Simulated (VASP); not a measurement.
The system is SiC (Moissanite 3C).

```
Si C
1.0
     0.00000    2.22174    2.22174
     2.22174    0.00000    2.22174
     2.22174    2.22174    0.00000
Si C
1 1
Direct
  0.00000 0.00000 0.00000
  0.75000 0.75000 0.75000
```

Base run:

```yaml
Program: VASP 6.6.1
Functional: PBE
Dispersion: D3(BJ)
Potentials_or_basis: VASP PAW PBE potentials, release 64 (Si, C)
Cutoff: 600 eV
k_mesh: 10 × 10 × 10
Occupations: fermi-dirac, width 0.05 eV
Spin: no spin polarisation
```

Its results: band gap on the k mesh 1.41 eV, indirect (least direct gap 4.48 eV); pressure -12.8 GPa.

Question: The run is repeated on the same cell with these changes: functional from PBE to PBEsol; dispersion from D3(BJ) to none; cutoff from 600 eV to 520 eV. What comes out?

Answer: Band gap on the k mesh 1.28 eV, indirect (least direct gap 4.38 eV); pressure -11.4 GPa.

Several settings changed at once, so the effect can't be laid on one alone.

Caveats: the PAW data sets were made with another functional, which shifts forces and pressure a little (some runs).

A k mesh can miss the band edges.
